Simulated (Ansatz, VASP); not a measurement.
**WS2: VASP beside Ansatz**

```
S W
1.0
     3.15955    0.00000    0.00000
    -1.57977    2.73625    0.00000
     0.00000    0.00000   23.80426
S W
4 2
Cartesian
  0.0000 1.8242 4.5000
  0.0000 1.8242 7.6521
  0.0000 3.6483 11.4421
  0.0000 3.6483 14.5943
  1.5798 0.9121 6.0761
  -1.5798 4.5604 13.0182
```

Alike in both runs: task single point; functional PBE; dispersion D3(BJ); k mesh 9 × 9 × 1; occupations gaussian, width 0.05 eV; no spin polarisation.

|  | VASP | Ansatz |
| --- | --- | --- |
| version | VASP 6.6.1 | Ansatz 0.2.0 |
| potentials or method | VASP PAW PBE potentials, release 64 (S, W_sv), cutoff 520 eV | scalar-relativistic, plane waves, PAW |
| valence electrons in the cell | 52 | 52 |

Ansatz gave:

| Quantity | Value |
| --- | --- |
| gap on the k mesh at the Fermi level (eV) | 1.85 |
| least direct gap on the mesh (eV) | 1.91 |
| rms of the force components (eV/Å) | 0.029 |

Estimate VASP's values.

gap on the k mesh at the Fermi level (eV): 1.86; least direct gap on the mesh (eV): 1.91; rms of the force components (eV/Å): 0.030.

Neither program's run includes spin-orbit coupling.
